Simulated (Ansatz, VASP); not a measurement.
# Nb in VASP and in Ansatz

```
CELL_PARAMETERS angstrom
4.53739 0.00000 0.00000
-2.26870 3.92950 0.00000
0.00000 0.00000 4.87267
ATOMIC_POSITIONS crystal
Nb 0.00000 0.00000 0.25000
Nb 0.00000 0.00000 0.75000
Nb 0.33333 0.66667 0.75000
Nb 0.66667 0.33333 0.25000
```

Alike in both runs: functional PBE; k mesh 12 × 12 × 10; occupations gaussian, width 0.1 eV; no spin polarisation.

Ansatz relaxed the structure, and its values are those at the end. VASP's run is a single point on that final structure, the one shown.

|  | VASP | Ansatz |
| --- | --- | --- |
| version | VASP 6.6.1 | Ansatz 0.2.0 |
| potentials or method | VASP PAW PBE potentials, release 64 (Nb_sv), cutoff 520 eV | scalar-relativistic, plane waves, PAW |
| valence electrons in the cell | 52 | 52 |

Ansatz gave:

```
gap on the k mesh at the Fermi level (eV) : none
pressure (GPa)                            : 0.0
```

**Question.** What did VASP give for the same quantities?

**Answer.** gap on the k mesh at the Fermi level (eV): none; pressure (GPa): -0.1.

A gap of «none» marks a metal or a gap that the smearing closes.
